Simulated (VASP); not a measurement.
Wanted: the native input for a VASP 6.6.1 run.

| Item | Value |
| --- | --- |
| Task | single point |
| Functional | PBE |
| Dispersion | D3(BJ) |
| Potentials or basis | VASP PAW PBE potentials, release 64 (Be, Te) |
| Cutoff | 600 eV |
| k mesh | 8 × 8 × 8 |
| Occupations | gaussian, width 0.05 eV |
| Spin | no spin polarisation |
| Dipole correction | no |
| Further INCAR settings | ALGO = Normal; EDIFF = 1e-06; NBANDS = 11 |

The structure of BeTe lies in POSCAR:

```
BeTe
1.0
    0.0000000000      2.8273401448      2.8273401448
    2.8273401448      0.0000000000      2.8273401448
    2.8273401448      2.8273401448      0.0000000000
Be Te
1 1
Direct
    0.0000000000      0.0000000000      0.0000000000
    0.7500000000      0.7500000000      0.7500000000
```

This cell differs from its parent crystal: volume scaled by 1.04.

One way to write it, as run:

INCAR

```
PREC = Accurate
ENCUT = 600
EDIFF = 1E-6
ISMEAR = 0
SIGMA = 0.05
LREAL = F
LASPH = T
NELM = 120
ALGO = Normal
ISIF = 2
LWAVE = F
LCHARG = F
GGA = PE
IVDW = 12
NBANDS = 11
GGA_COMPAT = F
```

KPOINTS

```
Automatic mesh
0
Gamma
  8 8 8
```

Potentials or basis: VASP PAW PBE potentials, release 64 (Be, Te).

The run is started by

```console
$ cat potpaw_PBE.64/Be/POTCAR potpaw_PBE.64/Te/POTCAR > POTCAR
$ mpirun -np 1 vasp_std > vasp.out
```

It gave:

```json
{
 "Pressure": "-2.1 GPa",
 "Band gap on the k mesh": "2.00 eV, indirect (least direct gap 3.62 eV)",
 "Dispersion energy per atom": "-0.334 eV"
}
```

Caveat: spin-orbit coupling is left out, which moves the levels of the heavy elements.

Run time: 22 s on 1 thread of Intel Xeon 8259CL, with other jobs on the host, peak memory 0.19 GiB.
